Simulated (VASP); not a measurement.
Runs of VASP 6.6.1 on HfH. The structure is that of space group Pm-3m (No. 221), or close to it. The cells are those of the table. 

```tsv
task	cell	k mesh	cutoff (eV)	gap on the mesh (eV)	pressure (GPa)	relaxed volume (Å³/atom)
single point	a = 2.921 Å, 2 atoms	6 × 6 × 6	520	none	(a)	-
single point	a = 3.109 Å, 2 atoms	6 × 6 × 6	520	none	(b)	-
relaxation of cell and atoms	relaxed from a = 2.921 Å, 2 atoms	18 × 18 × 18	600	none	0.0	12.20
relaxation of cell and atoms	relaxed from a = 3.109 Å, 2 atoms	6 × 6 × 6	600	none	0.1	12.39
single point	a = 2.905 Å, 2 atoms	18 × 18 × 18	520	none	-0.5	-
```

Alike in all rows: level PBE; potentials or basis VASP PAW PBE potentials, release 64 (Hf_pv, H); no spin polarisation; smearing gaussian 0.1 eV.

Task: Estimate the missing entries.

Result: (a) -0.6; (b) -14.7.

Caveats: spin-orbit coupling is left out, which moves the levels of the heavy elements; the volume moved by over 15 % at a fixed basis, so the end points are rough (some runs).

A k mesh can miss the band edges, and the runs leave out spin-orbit coupling on Hf.

A gap of «none» marks levels without a gap at the run's occupations.
